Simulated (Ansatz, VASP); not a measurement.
**Two plane-wave programs on TiNi**

```
CELL_PARAMETERS angstrom
3.82195 0.00000 0.00000
0.00000 3.82195 0.00000
0.00000 0.00000 3.63625
ATOMIC_POSITIONS crystal
Ti 0.00000 0.50000 0.48080
Ti 0.50000 0.00000 0.51920
Ni 0.50000 0.50000 0.00000
Ni 0.00000 0.00000 0.00000
```

Alike in both runs: task single point; functional r2SCAN; k mesh 10 × 10 × 10; occupations gaussian, width 0.05 eV; no spin polarisation.

|  | VASP | Ansatz |
| --- | --- | --- |
| version | VASP 6.6.1 | Ansatz 0.2.0 |
| potentials or method | VASP PAW PBE potentials, release 64 (Ti_sv, Ni), cutoff 520 eV | scalar-relativistic, plane waves, PAW |
| valence electrons in the cell | 44 | 60 |

|  | VASP | Ansatz | Ansatz less VASP |
| --- | --- | --- | --- |
| gap on the k mesh at the Fermi level (eV) | none | none | - |
| pressure (GPa) | -1.5 | -2.1 | -0.69 |
| traceless stress, the component that is largest in VASP (GPa) | -2.17 | -1.88 | +0.289 |
| rms of the force components (eV/Å) | 0.037 | 0.037 | -0.0001 |

VASP's potentials were made for PBE, not for r2SCAN. Atom by atom the forces differ by 0.000 eV/Å (rms over components). A gap of «none» marks a metal or a gap that the smearing closes. VASP's potentials hold 44 valence electrons a cell and Ansatz's 60, so a difference there can come from the potentials and not from the codes.
